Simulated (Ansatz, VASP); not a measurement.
**LiH in VASP and in Ansatz**

```
Li H
1.0
     2.62399    0.00000    0.00000
     0.00000    2.62399    0.00000
     0.00000    0.00000    2.62399
Li H
1 1
Cartesian
  0.0000 0.0000 0.0000
  1.3120 1.3120 1.3120
```

Change from the starting cell: hydrostatic strain +4.9%.

Alike in both runs: task single point; functional PBE; k mesh 10 × 10 × 10; occupations fermi-dirac, width 0.02 eV; no spin polarisation.

|  | VASP | Ansatz |
| --- | --- | --- |
| version | VASP 6.6.1 | Ansatz 0.2.0 |
| potentials or method | VASP PAW PBE potentials, release 64 (Li_sv, H) | plane waves, PAW |
| plane-wave cutoff (eV) | 520 | 420 |
| valence electrons in the cell | 4 | 4 |

Ansatz gave:

```
gap on the k mesh at the Fermi level (eV) : 0.76
```

Problem. What did VASP give for the same quantities?

Solution. gap on the k mesh at the Fermi level (eV): 0.78.

The functional is the same, so the differences come from potentials, cutoffs and numerics.

Noted on VASP's run: the cutoff is under 1.25 times that of the potentials, so the pressure is a little rough.
